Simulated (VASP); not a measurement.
**TiC (de600): relaxation of cell and atoms with LDA**

The system is TiC (de600).

```
Ti C
1.0
     0.00000    2.16572    2.16572
     2.16572    0.00000    2.16572
     2.16572    2.16572    0.00000
Ti C
1 1
Direct
  0.00000 0.00000 0.00000
  0.50000 0.50000 0.50000
```

```yaml
Program: VASP 6.6.1
Task: relaxation of cell and atoms
Functional: LDA
Potentials_or_basis: VASP PAW LDA potentials, release 64 (Ti_sv, C)
Cutoff: 600 eV
k_mesh: 8 × 8 × 8
Occupations: gaussian, width 0.1 eV
Spin: no spin polarisation
Dipole_correction: no
Further_INCAR_settings: ALGO = Normal; EDIFF = 1e-06; IBRION = 2; EDIFFG = -0.05; NSW = 100; ISIF = 3
```

* Relaxed volume: 9.70 Å³/atom
* Relaxed cell: a = 3.016 Å, b = 3.016 Å, c = 3.016 Å, α = 60.00°, β = 60.00°, γ = 60.00°
* Space group after relaxing (to 0.05 Å): Fm-3m (No. 225)
* Energy gained by relaxing: 18.3 meV/atom
* Ionic steps: 3
* Pressure after relaxing: -0.2 GPa
* Band gap on the k mesh: zero (band 8 reaches 10.44 eV, above the bottom of band 9 at 9.37 eV)

The path:
```tsv
step	energy change (eV)	largest force (eV/Å)	pressure (GPa)	volume (Å³)
1	0.0000	0.0000	-12.03	20.32
2	0.0384	0.0000	20.77	18.15
3	-0.0367	0.0000	-0.22	19.39
```

Final structure:
```
Ti C
1.0
     0.00000    2.13241    2.13241
     2.13241    0.00000    2.13241
     2.13241    2.13241    0.00000
Ti C
1 1
Direct
  0.00000 0.00000 0.00000
  0.50000 0.50000 0.50000
```

Levels at points of the mesh, in eV from the Fermi level:
```csv
k point,band 6,band 7,band 8,band 9,band 10,band 11
"(0.00, 0.00, 0.00)",0.69,0.69,0.69,1.80,1.80,1.80
"(0.50, 0.00, 0.00)",-5.99,-3.00,-3.00,3.11,3.11,4.38
"(0.50, 0.50, 0.00)",-3.35,-1.77,0.09,0.09,2.94,3.75
```

Wall time 14 s on 1 thread of Intel(R) Xeon(R) Platinum 8259CL CPU @ 2.50GHz (Skylake/Cascade Lake), on a shared host, peak memory 0.14 GiB.
